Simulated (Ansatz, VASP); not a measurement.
# One calculation of AlN, two programs

INCAR

```
SYSTEM = AlN
PREC = Accurate ; ENCUT = 520
EDIFF = 1E-6 ; ISMEAR = 0
SIGMA = 0.05 ; LREAL = .FALSE.
LASPH = .TRUE. ; NELM = 100
ALGO = Normal ; ISIF = 2
LWAVE = .FALSE. ; LCHARG = .FALSE.
GGA = PE ; NBANDS = 26
```

Contents of KPOINTS:

```
Automatic mesh
0
G
  8 6 4
  0 0 0
```

POSCAR

```
AlN
1.0
   -1.6567491617      2.8695737234      0.0000000000
    0.0000000000      0.0000000000      4.1874629526
    4.9702474850      2.8695737234      0.0000000000
Al N
4 4
Direct
    0.6938608504      0.7500000000      0.1045326986
    0.0000000000      0.7500000000      0.6666666667
    0.0000000000      0.2500000000      0.3333333333
    0.5000000000      0.2500000000      0.8333333333
    0.5000000000      0.2500000000      0.1666666667
    0.0000000000      0.2500000000      0.6666666667
    0.0000000000      0.7500000000      0.3333333333
    0.5000000000      0.7500000000      0.8333333333
```

Input for Ansatz:

```yaml
crystal:
  lattice:
    - [-1.6567491617, 2.8695737234, 0.0]
    - [0.0, 0.0, 4.1874629526]
    - [4.970247485, 2.8695737234, 0.0]
  atoms:
    - { symbol: Al, position: [0.6938608504, 0.75, 0.1045326986] }
    - { symbol: Al, position: [0.0, 0.75, 0.6666666667] }
    - { symbol: Al, position: [0.0, 0.25, 0.3333333333] }
    - { symbol: Al, position: [0.5, 0.25, 0.8333333333] }
    - { symbol: "N", position: [0.5, 0.25, 0.1666666667] }
    - { symbol: "N", position: [0.0, 0.25, 0.6666666667] }
    - { symbol: "N", position: [0.0, 0.75, 0.3333333333] }
    - { symbol: "N", position: [0.5, 0.75, 0.8333333333] }
basis:
  ecutwfc: 420
kpoints:
  mp_grid: { grid: [8, 6, 4] }
hamiltonian:
  xc: pbe
  pseudopotentials: { kind: paw, azcp: { folder: soft_1 } }
scf:
  occupations: { method: gaussian, width: 0.05 }
output:
  forces: true
  stress: true
  eigenvalues: true
```

Alike in both runs: task single point; functional PBE; k mesh 8 × 6 × 4; occupations gaussian, width 0.05 eV; no spin polarisation.

```csv
,VASP,Ansatz
version,VASP 6.6.1,Ansatz 0.2.0
potentials or method,"VASP PAW PBE potentials, release 64 (Al, N), cutoff 520 eV","scalar-relativistic, plane waves, PAW"
valence electrons in the cell,32,32
```

```tsv
	VASP	Ansatz	Ansatz less VASP
gap on the k mesh at the Fermi level (eV)	1.79	1.79	0.000
least direct gap on the mesh (eV)	1.79	1.79	0.000
pressure (GPa)	9.7	9.7	+0.03
traceless stress, the component that is largest in VASP (GPa)	13.11	12.93	-0.182
rms of the force components (eV/Å)	1.798	1.782	-0.0158
```

Atom by atom the forces differ by 0.020 eV/Å (rms over components). The functional is the same, so the differences come from potentials, cutoffs and numerics.
